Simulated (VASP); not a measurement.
Wanted: the native input for a VASP 6.6.1 run.

| Property | Result |
| --- | --- |
| Task | relaxation of cell and atoms |
| Functional | BLYP |
| Potentials or basis | VASP PAW PBE potentials, release 64 (Sr_sv, V_sv, O) |
| Cutoff | 600 eV |
| k mesh | 7 × 7 × 7 |
| Occupations | fermi-dirac, width 0.05 eV |
| Spin | collinear spin, ferromagnetic start |
| Starting moments | [0.0, 2.0, 0.0, 0.0, 0.0] μB |
| Dipole correction | no |
| Further INCAR settings | ALGO = Normal; EDIFF = 1e-06; IBRION = 2; EDIFFG = -0.01; NSW = 60; ISIF = 3 |

The structure of SrVO3 lies in POSCAR:

```
SrVO3
1.0
    3.8409000000      0.0000000000      0.0000000000
    0.0000000000      3.8409000000      0.0000000000
    0.0000000000      0.0000000000      3.8409000000
Sr V O
1 1 3
Direct
    0.5000000000      0.5000000000      0.5000000000
    0.0000000000      0.0000000000      0.0000000000
    0.0000000000      0.0000000000      0.5000000000
    0.0000000000      0.5000000000      0.0000000000
    0.5000000000      0.0000000000      0.0000000000
```

These files were run (other wordings do the same):

INCAR

```
SYSTEM = SrVO3
  PREC = Accurate
  ENCUT = 600
  EDIFF = 1E-6
  ISMEAR = -1
  SIGMA = 0.05
  LREAL = .FALSE.
  LASPH = .TRUE.
  NELM = 150
  ALGO = Normal
  ISIF = 3
  LWAVE = .FALSE.
  LCHARG = .FALSE.
  ISPIN = 2
  MAGMOM = 0 2 0 0 0
  LORBIT = 11
  LMAXMIX = 4
  GGA = B5
  ALDAX = 1.0
  AGGAX = 1.0
  AGGAC = 1.0
  ALDAC = 0.0
  IBRION = 2
  NSW = 60
  EDIFFG = -0.01
```

KPOINTS

```
Automatic mesh
0
G
  7 7 7
  0 0 0
```

Potentials or basis: VASP PAW PBE potentials, release 64 (Sr_sv, V_sv, O).

The run is started by

```console
$ cat potpaw_PBE.64/Sr_sv/POTCAR potpaw_PBE.64/V_sv/POTCAR potpaw_PBE.64/O/POTCAR > POTCAR
$ mpirun -np 1 vasp_std > vasp.out
```

Results of the run:

- Relaxed volume: 11.90 Å³/atom
- Relaxed cell: a = 3.904 Å, b = 3.904 Å, c = 3.904 Å, α = 90.00°, β = 90.00°, γ = 90.00°
- Space group after relaxing (to 0.1 Å): Pm-3m (No. 221)
- Energy gained by relaxing: 15.6 meV/atom
- Ionic steps: 3
- Pressure after relaxing: -0.1 GPa
- Net moment: 0.00 μB per cell
- Valence electrons inside the program's atomic spheres: Sr 8.00; V 11.47; O 5.03

Caveat: the PAW data sets were made with another functional, which shifts forces and pressure a little.

It took 5.7 min on 1 thread of Intel Xeon 8259CL, on a shared host, peak memory 0.25 GiB.
